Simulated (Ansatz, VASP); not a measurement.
**AgCl: VASP beside Ansatz**

```
Ag Cl
1.0
     3.39174   -0.00385   -0.00385
    -0.00385    3.39174   -0.00385
    -0.00385   -0.00385    3.39174
Ag Cl
1 1
Direct
  0.00000 0.00000 0.00000
  0.50000 0.50000 0.50000
```

Change from the starting cell: shear_111 strain -0.3%.

Alike in both runs: task single point; functional PBE; k mesh 8 × 8 × 8; occupations fermi-dirac, width 0.02 eV; no spin polarisation.

```csv
,VASP,Ansatz
version,VASP 6.6.1,Ansatz 0.2.0
potentials or method,"VASP PAW PBE potentials, release 64 (Ag_sv_GW, Cl)","plane waves, PAW"
plane-wave cutoff (eV),630,420
valence electrons in the cell,26,26
```

Ansatz gave:

| Property | Result |
| --- | --- |
| pressure (GPa) | 1.8 |

**Question.** Which values does VASP return?

**Answer.** Pressure (GPa): 1.7.
